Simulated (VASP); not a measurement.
# SiNi (NiAs type) (P6_3/mmc) in VASP: relaxation of cell and atoms with PBE

Aim: the relaxation of cell and atoms of SiNi (NiAs type) with PBE.

Everything below comes from runs of VASP 6.6.1. Logs are shortened: lines on timing, memory, paths and dates and some standing lists are left out, and cuts for length are marked.

## Step 1: The cell of the first run

Symmetry: P6_3/mmc, No. 194, hexagonal system. Conventional cell: a = 3.028 Å, b = 3.028 Å, c = 4.694 Å, α = 90.00°, β = 90.00°, γ = 120.00°. Ni (site symmetry -3m) has 6 Si at 2.11 Å and 2 Ni at 2.35 Å within 2.8 Å. Within 2.8 Å of Si (site symmetry -6m2) lie 6 Ni at 2.11 Å.

## Step 2: Relaxation of cell and atoms, PBE, target pressure 110 GPa, at which the enthalpy is minimised

Contents of INCAR:

```
SYSTEM = SiNi
  ALGO = Normal
  EDIFF = 1E-6
  EDIFFG = -0.005
  ENCUT = 600
  GGA = PE
  IBRION = 2
  ISIF = 3
  ISMEAR = -1
  LASPH = .TRUE.
  LCHARG = .FALSE.
  LREAL = .FALSE.
  LWAVE = .FALSE.
  NELM = 100
  NSW = 60
  PREC = Accurate
  PSTRESS = 1100.0
  SIGMA = 0.08
```

Contents of KPOINTS:

```
k-points
0
G
  12 12 7
  0 0 0
```

Contents of POSCAR:

```
SiNi
1.0
    3.0282732935      0.0000000000      0.0000000000
   -1.5141366468      2.6225616018      0.0000000000
    0.0000000000      0.0000000000      4.6938236049
Ni Si
2 2
Direct
    0.0000000000      0.0000000000      0.0000000000
    0.0000000000      0.0000000000      0.5000000000
    0.3333333333      0.6666666667      0.2500000000
    0.6666666667      0.3333333333      0.7500000000
```

Potentials or basis: VASP PAW PBE potentials, release 64 (Ni, Si).

Run with:

```sh
> cat potpaw_PBE.64/Ni/POTCAR potpaw_PBE.64/Si/POTCAR > POTCAR
> mpirun -np 1 vasp_std > vasp.out
```

OUTCAR:

```text
SYSTEM = SiNi
   EDIFF = 1E-6
   EDIFFG = -0.005
   ENCUT = 600
   GGA = PE
   IBRION = 2
   ISIF = 3
   ISMEAR = -1
   LASPH = .TRUE.
   LREAL = .FALSE.
   NELM = 100
   NSW = 60
   PREC = Accurate
   PSTRESS = 1100.0

 ion  position               nearest neighbor table
   1  0.000  0.000  0.000-   3 2.11   4 2.11   4 2.11   3 2.11   4 2.11   3 2.11   2 2.35   2 2.35

   2  0.000  0.000  0.500-   3 2.11   4 2.11   4 2.11   3 2.11   4 2.11   3 2.11   1 2.35   1 2.35

   3  0.333  0.667  0.250-   1 2.11   2 2.11   1 2.11   2 2.11   1 2.11   2 2.11   4 2.93   4 2.93
                             4 2.93   4 2.93   4 2.93   4 2.93
   4  0.667  0.333  0.750-   1 2.11   2 2.11   1 2.11   2 2.11   1 2.11   2 2.11   3 2.93   3 2.93
                             3 2.93   3 2.93   3 2.93   3 2.93

  LATTYP: Found a hexagonal cell.
 ALAT       =     3.0282732935
 C/A-ratio  =     1.5500000000

  Lattice vectors:

 A1 = (   3.0282732935,   0.0000000000,   0.0000000000)
 A2 = (  -1.5141366468,   2.6225616018,   0.0000000000)
 A3 = (   0.0000000000,   0.0000000000,   4.6938236049)

Analysis of symmetry for initial positions (statically):
=====================================================================
 Subroutine PRICEL returns:
 Original cell was already a primitive cell.

 Routine SETGRP: Setting up the symmetry group for a
 hexagonal supercell.

 Subroutine GETGRP returns: Found 24 space group operations
 (whereof 12 operations were pure point group operations)
 out of a pool of 24 trial point group operations.

The static configuration has the point symmetry D_3d.
 The point group associated with its full space group is D_6h.

Analysis of symmetry for dynamics (positions and initial velocities):
=====================================================================
 Subroutine PRICEL returns:
 Original cell was already a primitive cell.

 Routine SETGRP: Setting up the symmetry group for a
 hexagonal supercell.

 Subroutine GETGRP returns: Found 24 space group operations
 (whereof 12 operations were pure point group operations)
 out of a pool of 24 trial point group operations.

The dynamic configuration has the point symmetry D_3d.
 The point group associated with its full space group is D_6h.

 Subroutine INISYM returns: Found 24 space group operations
 (whereof 12 operations are pure point group operations),
 and found     1 'primitive' translations

[... 115 lines left out ...]
   IALGO  =     38    algorithm
   IMIX   =      4    mixing-type and parameters
     AMIX     =   0.40;   BMIX     =  1.00
     AMIX_MAG =   1.60;   BMIX_MAG =  1.00
  volume/ion in A,a.u.               =       9.32        62.89
  Fermi-wavevector in a.u.,A,eV,Ry     =   1.488144  2.812185 30.131095  2.214573
  Thomas-Fermi vector in A             =   2.601216
   LORBIT       =      0    0 simple, 1 ext, 2 COOP (PROOUT), +10 PAW based schemes
   GGA     = PE    functional components
   LHFCALC =     F    Hartree Fock is set to
   AEXX    =    0.0000 exact exchange contribution
   IVDW    =     0    specifies the selected vdW correction
   LEPSILON=     F    determine dielectric tensor
   LRPA    =     F    only Hartree local field effects (RPA)
 conjugate gradient relaxation of ions
 non-spin polarized calculation
  energy-cutoff  :      600.00
  volume of cell :       37.28
 maximum number of plane-waves:      1266
   NGX = 13   NGY = 13   NGZ = 19

--------------------------------------- Ionic step        1  -------------------------------------------

 number of electron      27.9999987 magnetization

 Free energy of the ion-electron system (eV)
  ---------------------------------------------------
  ext. energy  EPLUGINS =         0.00000000
  ---------------------------------------------------
  free energy    TOTEN  =       -19.76676694 eV

  energy without entropy =      -19.74153850  energy(sigma->0) =      -19.75415272

------------------------ aborting loop because EDIFF is reached ----------------------------------------

  FORCE on cell =-STRESS in cart. coord.  units (eV):
  Direction    XX          YY          ZZ          XY          YZ          ZX
  --------------------------------------------------------------------------------------
  -------------------------------------------------------------------------------------
  Total       25.5357907     25.5357907     22.9559428     -0.0000000      0.0000000     -0.0000000
  in kB     1097.5197977   1097.5197978    986.6387931     -0.0000000      0.0000000     -0.0000000
  external PRESSURE =     -39.4405372 kB  Pullay stress =    1100.0000000 kB
[... 103 lines left out ...]
  energy  without entropy=      -19.3517422823  energy(sigma->0) =      -19.36411804

  enthalpy is  TOTEN    =         5.8056732844 eV   P V=       25.1821670882

[... ionic steps 4 to 8 ...]

--------------------------------------- Ionic step        9  -------------------------------------------

 number of electron      28.0000002 magnetization

------------------------ aborting loop because EDIFF is reached ----------------------------------------
[... 75 lines left out ...]
--------------------------------------- Ionic step       11  -------------------------------------------

 number of electron      28.0000001 magnetization

 Free energy of the ion-electron system (eV)
  ---------------------------------------------------
  ext. energy  EPLUGINS =         0.00000000
  ---------------------------------------------------
  free energy    TOTEN  =       -19.76053246 eV

  energy without entropy =      -19.73348995  energy(sigma->0) =      -19.74701120

 E-fermi :  14.5584     XC(G=0): -13.5386

 val. band max:       14.4856614713   @ k =   0.1667   0.0833   0.1429
 cond. band min:      14.5965704976   @ k =   0.1667   0.1667   0.1429
 fundamental gap:      0.1109090264
 Fermi energy:        14.5584335333

 k-point     1 :       0.0000    0.0000    0.0000
  band No.  band energies     occupation
      1      -0.5160      2.00000
      2       6.1226      2.00000
      3       6.6671      2.00000
      4       8.6278      2.00000
      5       8.6278      2.00000
      6       8.7171      2.00000
[... 481 lines left out ...]
      5       8.7624      2.00000
      6       8.7896      2.00000
[... 10 lines left out ...]
     17      19.8090      0.00000
     18      20.5988      0.00000

 [... further k-points ...]

------------------------ aborting loop because EDIFF is reached ----------------------------------------

  FORCE on cell =-STRESS in cart. coord.  units (eV):
  Direction    XX          YY          ZZ          XY          YZ          ZX
  --------------------------------------------------------------------------------------
  -------------------------------------------------------------------------------------
  Total       25.5140807     25.5140807     25.4797688     -0.0000000      0.0000000      0.0000000
  in kB     1100.8545073   1100.8545074   1099.3740521     -0.0000001      0.0000000      0.0000000
  external PRESSURE =       0.3610223 kB  Pullay stress =    1100.0000000 kB
[... 23 lines left out ...]
  energy  without entropy=      -19.7334899457  energy(sigma->0) =      -19.74701120

  enthalpy is  TOTEN    =         5.7337436461 eV   P V=       25.4942761030

 reached required accuracy - stopping structural energy minimisation
```

OSZICAR:

```text
N       E                     dE             d eps       ncg     rms          rms(c)
DAV:   1     0.171341802730E+03    0.17134E+03   -0.14389E+04  2784   0.216E+03
DAV:   2    -0.134013250714E+02   -0.18474E+03   -0.17999E+03  2738   0.363E+02
DAV:   3    -0.227485105389E+02   -0.93472E+01   -0.91824E+01  3134   0.103E+02
[... 99 lines left out ...]
       N       E                     dE             d eps       ncg     rms          rms(c)
DAV:   1    -0.197605343258E+02   -0.15603E-02   -0.20563E-05  3006   0.736E-02    0.115E-02
DAV:   2    -0.197605341262E+02    0.19964E-06   -0.19475E-05  3046   0.956E-02    0.863E-03
DAV:   3    -0.197605326664E+02    0.14598E-05   -0.64378E-06  2812   0.565E-02    0.278E-03
DAV:   4    -0.197605324569E+02    0.20956E-06   -0.28777E-07  1374   0.588E-03
  11 F= 0.57337436E+01 E0= 0.57472649E+01  d E =-.555477E-03
```

CONTCAR:

```text
SiNi
   1.00000000000000
     3.1153800515732000   -0.0000000000771007   -0.0000000000000000
    -1.5576900259048092    2.6979982672442206    0.0000000000000000
     0.0000000000000000    0.0000000000000000    4.4178186172674048
  Ni              Si
     2     2
Direct
     0.0000000000000000    0.0000000000000000    0.0000000000000000
     0.0000000000000000    0.0000000000000000    0.5000000000000000
     0.3333333332999970    0.6666666667000030    0.2500000000000000
     0.6666666667000030    0.3333333332999970    0.7500000000000000

  0.00000000E+00  0.00000000E+00  0.00000000E+00
  0.00000000E+00  0.00000000E+00  0.00000000E+00
  0.00000000E+00  0.00000000E+00  0.00000000E+00
  0.00000000E+00  0.00000000E+00  0.00000000E+00
```

It took 3.9 min on 1 thread of Intel Xeon Platinum 8375C at 2.90GHz (Ice Lake), shared host; peak memory 0.2 GiB.

Results:

```
Free energy                                                : -19.7605 eV
Relaxed volume                                             : 9.28 Å³/atom
Relaxed cell                                               : a = 3.115 Å, b = 3.115 Å, c = 4.418 Å, α = 90.00°, β = 90.00°, γ = 120.00°
Space group after relaxing (to 0.1 Å)                      : P6_3/mmc (No. 194)
Energy change on relaxing (the run minimises the enthalpy) : +1.6 meV/atom
Ionic steps                                                : 11
Pressure after relaxing                                    : 110.0 GPa
Band gap on the k mesh                                     : zero (bands 14 and 15 overlap by 6.44 eV)
```

Step by step:
```tsv
step	energy change (eV)	largest force (eV/Å)	pressure (GPa)	volume (Å³)
1	0.0000	0.0000	106.06	37.28
2	0.8519	0.0000	126.80	36.04
3	0.3903	0.0000	115.64	36.68
4	0.2770	0.0000	114.04	36.80
5	0.0465	0.0000	111.36	37.08
6	0.1056	0.0000	111.94	36.99
7	0.0807	0.0000	111.62	37.03
8	0.0769	0.0000	111.50	37.03
9	-0.0837	0.0000	107.81	37.27
10	0.0078	0.0000	110.11	37.13
11	0.0062	0.0000	110.04	37.13
```

Final structure:
```cif
data_structure
_symmetry_space_group_name_H-M 'P 1'
_symmetry_Int_Tables_number 1
_cell_length_a 3.1154
_cell_length_b 3.1154
_cell_length_c 4.4178
_cell_angle_alpha 90.000
_cell_angle_beta 90.000
_cell_angle_gamma 120.000
_cell_volume 37.13
loop_
_atom_site_label
_atom_site_type_symbol
_atom_site_fract_x
_atom_site_fract_y
_atom_site_fract_z
_atom_site_occupancy
Ni1 Ni 0.00000 0.00000 0.00000 1
Ni2 Ni 0.00000 0.00000 0.50000 1
Si1 Si 0.33333 0.66667 0.25000 1
Si2 Si 0.66667 0.33333 0.75000 1
```

Levels at points of the mesh, in eV from the Fermi level:
```csv
k point,band 10,band 11,band 12,band 13,band 14,band 15,band 16,band 17,band 18
"(0.00, 0.00, 0.00)",-4.16,-2.39,-2.39,0.37,3.31,3.31,6.33,6.49,6.49
"(0.50, 0.00, 0.00)",-3.18,-3.14,-2.74,-2.41,-2.33,-1.52,2.75,3.15,5.65
```

Caveat: the cell is relaxed towards a set pressure, so the run minimises the enthalpy, not the energy. Spin polarisation is off, so any magnetic state and its effect on volume and gap are missing.

The gap in the log of VASP goes by the Fermi energy; the results here count the filled bands.